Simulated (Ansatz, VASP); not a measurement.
# Na: VASP beside Ansatz

```
Na
1.0
     0.00000    2.65467    2.65467
     2.65467    0.00000    2.65467
     2.65467    2.65467    0.00000
Na
1
Direct
  0.00000 0.00000 0.00000
```

Alike in both runs: task single point; functional BLYP; k mesh 12 × 12 × 12; occupations fermi-dirac, width 0.1 eV; no spin polarisation.

|  | VASP | Ansatz |
| --- | --- | --- |
| version | VASP 6.6.1 | Ansatz 0.2.0 |
| potentials or method | VASP PAW PBE potentials, release 64 (Na_pv), cutoff 520 eV | plane waves (420 eV) with PAW, scalar-relativistic |
| valence electrons in the cell | 7 | 9 |

|  | VASP | Ansatz | Ansatz less VASP |
| --- | --- | --- | --- |
| pressure (GPa) | 0.0 | 0.0 | +0.02 |

VASP's potentials were made for PBE, not for BLYP. With one functional, cell and mesh, what is left measures potentials, basis and numerics. VASP's potentials hold 7 valence electrons a cell and Ansatz's 9, so a difference there can come from the potentials and not from the codes.
